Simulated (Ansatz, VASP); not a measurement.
One calculation of Ni, two programs

File INCAR:

```
SYSTEM = Ni
ALGO = Normal
EDIFF = 1E-6
ENCUT = 600
GGA = PE
GGA_COMPAT = .False.
ISIF = 2
ISMEAR = -1
LASPH = .True.
LCHARG = .False.
LREAL = .False.
LWAVE = .False.
NBANDS = 11
NELM = 120
PREC = Accurate
SIGMA = 0.1
```

KPOINTS

```
k-points
0
Gamma
  13 13 13
  0 0 0
```

Contents of POSCAR:

```
Ni
1.0
    0.0000000000      1.7935000000      1.7935000000
    1.7935000000      0.0000000000      1.7935000000
    1.7935000000      1.7935000000      0.0000000000
Ni
1
Direct
    0.0000000000      0.0000000000      0.0000000000
```

Input for Ansatz:

```yaml
crystal:
  lattice:
    - [0.0, 1.7935, 1.7935]
    - [1.7935, 0.0, 1.7935]
    - [1.7935, 1.7935, 0.0]
  atoms:
    - { symbol: Ni, position: [0.0, 0.0, 0.0] }
hamiltonian:
  xc: pbe
  pseudopotentials: { kind: paw }
basis:
  ecutwfc: 420
kpoints:
  mp_grid: { grid: [13, 13, 13] }
scf:
  occupations: { method: fermi_dirac, width: 0.1 }
  lower_state_search: "off"
  algorithm: density_mixing
  max_iter: 100
  mixing: { algorithm: anderson, ndim: 8, beta: 0.5 }
output:
  forces: true
  stress: true
```

Alike in both runs: task single point; functional PBE; k mesh 13 × 13 × 13; occupations fermi-dirac, width 0.1 eV; no spin polarisation.

```csv
,VASP,Ansatz
version,VASP 6.6.1,Ansatz 0.2.0
potentials or method,"VASP PAW PBE potentials, release 64 (Ni), cutoff 600 eV","PAW, plane waves, scalar-relativistic"
valence electrons in the cell,10,18
```

Ansatz gave:

```
pressure (GPa) : -10.5
```

**Question.** Estimate VASP's values.

**Answer.** Pressure (GPa): -10.4.

The functional is the same, so the differences come from potentials, cutoffs and numerics. VASP's potentials hold 10 valence electrons a cell and Ansatz's 18, so a difference there can come from the potentials and not from the codes.
